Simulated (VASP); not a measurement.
# Te2Mo in VASP: further runs

The runs below take Te2Mo through relaxation of the atoms, with LDA.

All numbers are computed with VASP 6.6.1; they aren't measurements. Logs are shortened: lines on timing, memory, paths and dates and some standing lists are left out, and cuts for length are marked.

## 1. The cell of the first run

The cell holds a slab with vacuum, 3 atoms: a = 3.571 Å, b = 3.571 Å, c = 18.045 Å, α = 90.00°, β = 90.00°, γ = 120.00°.

## 2. Relaxation of the atoms, LDA (equal strain along all axes, cell held: +3.0 %)

INCAR reads:

```
ALGO     = Normal         # electronic algorithm
EDIFF    = 1E-7           # SCF threshold, eV
EDIFFG   = -0.008         # ionic threshold
ENCUT    = 520            # plane-wave cutoff, eV
GGA      = CA             # functional
IBRION   = 2              # ionic algorithm
ISIF     = 2              # what is computed and relaxed
ISMEAR   = 0              # smearing method
LASPH    = True           # aspherical terms in the spheres
LCHARG   = False          # write CHGCAR
LREAL    = False          # projectors in reciprocal space
LWAVE    = False          # write WAVECAR
NELM     = 80             # most SCF steps
NSW      = 60             # ionic steps
PREC     = Accurate       # precision mode
SIGMA    = 0.02           # smearing width, eV
```

KPOINTS reads:

```
k-points
0
Gamma
  12 12 2
```

POSCAR reads:

```
Te2Mo
1.0
    3.5705444622      0.0000000000      0.0000000000
   -1.7852722311      3.0921822096      0.0000000000
    0.0000000000      0.0000000000     18.0454056682
Te Mo
2 1
Direct
    0.3333333333      0.6666666667      0.9001986553
    0.3333333333      0.6666666667      0.0998013447
    0.0000000000      0.0000000000      0.0000000000
```

Potentials or basis: VASP PAW LDA potentials, release 64 (Te, Mo_sv).

Command:

```sh
> cat potpaw_LDA.64/Te/POTCAR potpaw_LDA.64/Mo_sv/POTCAR > POTCAR
> mpirun -np 1 vasp_std > vasp.out
```

OUTCAR:

```text
EDIFF = 1E-7
   EDIFFG = -0.008
   ENCUT = 520
   GGA = CA
   IBRION = 2
   ISIF = 2
   ISMEAR = 0
   LASPH = True
   LREAL = False
   NELM = 80
   NSW = 60
   PREC = Accurate

 ion  position               nearest neighbor table
   1  0.333  0.667  0.900-   3 2.74   3 2.74   3 2.74   2 3.60
   2  0.333  0.667  0.100-   3 2.74   3 2.74   3 2.74   1 3.60
   3  0.000  0.000  0.000-   1 2.74   2 2.74   1 2.74   2 2.74   1 2.74   2 2.74

  LATTYP: Found a hexagonal cell.
 ALAT       =     3.5705444622
 C/A-ratio  =     5.0539646990

  Lattice vectors:

 A1 = (   3.5705444622,   0.0000000000,   0.0000000000)
 A2 = (  -1.7852722311,   3.0921822096,   0.0000000000)
 A3 = (   0.0000000000,   0.0000000000,  18.0454056682)

Analysis of symmetry for initial positions (statically):
=====================================================================
 Subroutine PRICEL returns:
 Original cell was already a primitive cell.

 Routine SETGRP: Setting up the symmetry group for a
 hexagonal supercell.

 Subroutine GETGRP returns: Found 12 space group operations
 (whereof 12 operations were pure point group operations)
 out of a pool of 24 trial point group operations.

The static configuration has the point symmetry D_3h.

Analysis of symmetry for dynamics (positions and initial velocities):
=====================================================================
 Subroutine PRICEL returns:
 Original cell was already a primitive cell.

 Routine SETGRP: Setting up the symmetry group for a
 hexagonal supercell.

 Subroutine GETGRP returns: Found 12 space group operations
 (whereof 12 operations were pure point group operations)
 out of a pool of 24 trial point group operations.

The dynamic configuration has the point symmetry D_3h.

 Subroutine INISYM returns: Found 12 space group operations
 (whereof 12 operations are pure point group operations),
 and found     1 'primitive' translations

----------------------------------------------------------------------------------------

                                     Primitive cell

  volume of cell :     199.2352

  direct lattice vectors                    reciprocal lattice vectors
     3.570544462  0.000000000  0.000000000     0.280069331  0.161698104  0.000000000
    -1.785272231  3.092182210  0.000000000     0.000000000  0.323396208  0.000000000
     0.000000000  0.000000000 18.045405668     0.000000000  0.000000000  0.055415767

  length of vectors
     3.570544462  3.570544462 18.045405668     0.323396208  0.323396208  0.055415767

  position of ions in fractional coordinates (direct lattice)
     0.333333333  0.666666667  0.900198655
     0.333333333  0.666666667  0.099801345
     0.000000000  0.000000000  0.000000000

  ion indices of the primitive-cell ions
   primitive index   ion index
                 1           1
                 2           2
                 3           3

----------------------------------------------------------------------------------------

 KPOINTS: k-points

Automatic generation of k-mesh.
 Grid dimensions read from file:
 generate k-points for:   12   12    2

 Generating k-lattice:

  Cartesian coordinates                     Fractional coordinates (reciprocal lattice)
     0.023339111  0.013474842  0.000000000     0.083333333  0.000000000  0.000000000
     0.000000000  0.026949684  0.000000000     0.000000000  0.083333333  0.000000000
     0.000000000  0.000000000  0.027707884     0.000000000  0.000000000  0.500000000

  Length of vectors
     0.026949684  0.026949684  0.027707884

  Shift w.r.t. Gamma in fractional coordinates (k-lattice)
     0.000000000  0.000000000  0.000000000

 Subroutine IBZKPT returns following result:
 ===========================================

 Found     38 irreducible k-points:

 Following reciprocal coordinates:
            Coordinates               Weight
  0.000000  0.000000  0.000000      1.000000
  0.083333  0.000000  0.000000      6.000000
  0.166667  0.000000  0.000000      6.000000
  0.250000  0.000000  0.000000      6.000000
  0.333333  0.000000  0.000000      6.000000
  0.416667  0.000000  0.000000      6.000000
[... 16 lines left out ...]
  0.250000  0.000000  0.500000      6.000000
  0.333333  0.000000  0.500000      6.000000
 [... further k-points ...]
   k-points           NKPTS =     38   k-points in BZ     NKDIM =     38   number of bands    NBANDS=     17
   number of dos      NEDOS =    301   number of ions     NIONS =      3
   total plane-waves  NPLWV = 109760
   dimension x,y,z NGX =    28 NGY =   28 NGZ =  140
   dimension x,y,z NGXF=    56 NGYF=   56 NGZF=  280
   ions per type =               2   1
   NGX,Y,Z   is equivalent  to a cutoff of  13.04, 13.04, 12.90 a.u.
   NGXF,Y,Z  is equivalent  to a cutoff of  26.07, 26.07, 25.80 a.u.
 SYSTEM =  unknown system
   PREC   = accura    normal or accurate (medium, high low for compatibility)
   ISTART =      0    job   : 0-new  1-cont  2-samecut
   ICHARG =      2    charge: 1-file 2-atom 10-const
   ISPIN  =      1    spin polarized calculation?
   LNONCOLLINEAR =      F non collinear calculations
   LSORBIT =      F    spin-orbit coupling
   LASPH  =      T    aspherical Exc in radial PAW
   ENCUT  =  520.0 eV  38.22 Ry    6.18 a.u.   6.64  6.64 33.55*2*pi/ulx,y,z
   NELM   =     80;   NELMIN=  2; NELMDL= -5     # of ELM steps
   EDIFF  = 0.1E-06   stopping-criterion for ELM
   LREAL  =      F    real-space projection
   EDIFFG = -.8E-02   stopping-criterion for IOM
   NSW    =     60    number of steps for IOM
   IBRION =      2    ionic relax: 0-MD 1-quasi-New 2-CG
   NFREE  =      1    steps in history (QN), initial steepest desc. (CG)
   ISIF   =      2    stress and relaxation
   ISYM   =      2    0-nonsym 1-usesym 2-fastsym
   POTIM  = 0.5000    time-step for ionic-motion
   TEBEG  =    0.0;   TEEND  =   0.0 temperature during run
   PSTRESS=    0.0 pullay stress
   NELECT =      26.0000    total number of electrons
   NUPDOWN=      -1.0000    fix difference up-down
   EMIN   =  10.00;   EMAX   =-10.00  energy-range for DOS
   EFERMI =   0.00;   METHOD = LEGACY
   ISMEAR =     0;   SIGMA  =   0.02  broadening in eV -4-tet -1-fermi 0-gaus
   EFERMI_NEDOS =   21; number of points for ismear=-14 and -15
   IALGO  =     38    algorithm
   IMIX   =      4    mixing-type and parameters
     AMIX     =   0.40;   BMIX     =  1.00
     AMIX_MAG =   1.60;   BMIX_MAG =  1.00
  volume/ion in A,a.u.               =      66.41       448.17
  Fermi-wavevector in a.u.,A,eV,Ry     =   0.830381  1.569192  9.381653  0.689532
  Thomas-Fermi vector in A             =   1.943088
   LORBIT       =      0    0 simple, 1 ext, 2 COOP (PROOUT), +10 PAW based schemes
   GGA     = CA    functional components
   LHFCALC =     F    Hartree Fock is set to
   AEXX    =    0.0000 exact exchange contribution
   IVDW    =     0    specifies the selected vdW correction
   LEPSILON=     F    determine dielectric tensor
   LRPA    =     F    only Hartree local field effects (RPA)
 conjugate gradient relaxation of ions
 non-spin polarized calculation
 Gauss-broadening in eV      SIGMA  =   0.02
  energy-cutoff  :      520.00
  volume of cell :      199.24
 maximum number of plane-waves:      5431
 NGX is ok and might be reduce to    28
   NGX = 13   NGY = 13   NGZ = 67

--------------------------------------- Ionic step        1  -------------------------------------------

 number of electron      25.9999995 magnetization

 Free energy of the ion-electron system (eV)
  ---------------------------------------------------
  ext. energy  EPLUGINS =         0.00000000
  ---------------------------------------------------
  free energy    TOTEN  =       -20.38707120 eV

  energy without entropy =      -20.38707120  energy(sigma->0) =      -20.38707120

------------------------ aborting loop because EDIFF is reached ----------------------------------------

  FORCE on cell =-STRESS in cart. coord.  units (eV):
  Direction    XX          YY          ZZ          XY          YZ          ZX
  --------------------------------------------------------------------------------------
  -------------------------------------------------------------------------------------
  Total       -2.8179934     -2.8179934     -2.0413772      0.0000000      0.0000000      0.0000000
  in kB      -22.6612773    -22.6612773    -16.4160120      0.0000000      0.0000000      0.0000000
  external PRESSURE =     -20.5795222 kB  Pullay stress =       0.0000000 kB
[... 59 lines left out ...]
  energy  without entropy=      -20.4079174667  energy(sigma->0) =      -20.40791747

--------------------------------------- Ionic step        3  -------------------------------------------

 number of electron      25.9999996 magnetization

 Free energy of the ion-electron system (eV)
  ---------------------------------------------------
  ext. energy  EPLUGINS =         0.00000000
  ---------------------------------------------------
  free energy    TOTEN  =       -20.41072362 eV

  energy without entropy =      -20.41072362  energy(sigma->0) =      -20.41072362

 E-fermi :  -0.2797     XC(G=0):  -4.6400

 val. band max:       -0.3707236976   @ k =   0.3333   0.3333   0.0000
 cond. band min:       0.6202156057   @ k =   0.3333   0.3333   0.0000
 fundamental gap:      0.9909393033
 Fermi energy:        -0.2797076387

 k-point     1 :       0.0000    0.0000    0.0000
  band No.  band energies     occupation
      1     -60.6340      2.00000
      2     -34.9669      2.00000
      3     -34.8783      2.00000
      4     -34.8783      2.00000
      5     -12.9101      2.00000
      6     -11.8480      2.00000
[... 9 lines left out ...]
     16       3.0480      0.00000
     17       3.0480      0.00000
[... 443 lines left out ...]
      1     -60.6277      2.00000
      2     -34.9656      2.00000
      3     -34.9469      2.00000
      4     -34.8985      2.00000
      5     -11.6553      2.00000
      6     -11.0335      2.00000
[... 9 lines left out ...]
     16       2.3843      0.00000
     17       3.3736      0.00000

 [... further k-points ...]
[... 5 lines left out ...]
  --------------------------------------------------------------------------------------
  -------------------------------------------------------------------------------------
  Total       -2.0994572     -2.0994572     -0.0104732      0.0000000     -0.0000000     -0.0000000
  in kB      -16.8830702    -16.8830702     -0.0842213      0.0000000     -0.0000000     -0.0000000
  external PRESSURE =     -11.2834539 kB  Pullay stress =       0.0000000 kB
[... 18 lines left out ...]
  FREE ENERGIE OF THE ION-ELECTRON SYSTEM (eV)
  ---------------------------------------------------
  free  energy   TOTEN  =       -20.4107236210 eV

  energy  without entropy=      -20.4107236210  energy(sigma->0) =      -20.41072362

 reached required accuracy - stopping structural energy minimisation
```

Run time: 13 min. Hardware: 1 thread of Oxide Virtual Turin-like, shared host; peak memory 0.31 GiB.

What came out:

```
Free energy               : -20.4107 eV
Energy gained by relaxing : 7.9 meV/atom
Ionic steps               : 3
Band gap on the k mesh    : 0.99 eV
```

Step by step:
```csv
step,energy change (eV),largest force (eV/Å),pressure (GPa)
1,0.0000,0.5634,-2.06
2,-0.0208,0.1990,-1.45
3,-0.0237,0.0005,-1.13
```

Final structure:
```
Te Mo
1.0
     3.57054    0.00000    0.00000
    -1.78527    3.09218    0.00000
     0.00000    0.00000   18.04541
Te Mo
2 1
Cartesian
  0.0000 2.0615 16.2857
  0.0000 2.0615 1.7597
  0.0000 0.0000 0.0000
```

Caveat: the cell differs from its parent crystal (equal strain along all axes, cell held: +3.0 %); spin-orbit coupling is left out, which moves the levels of the heavy elements.

(Part 1 of 2 ends here.)
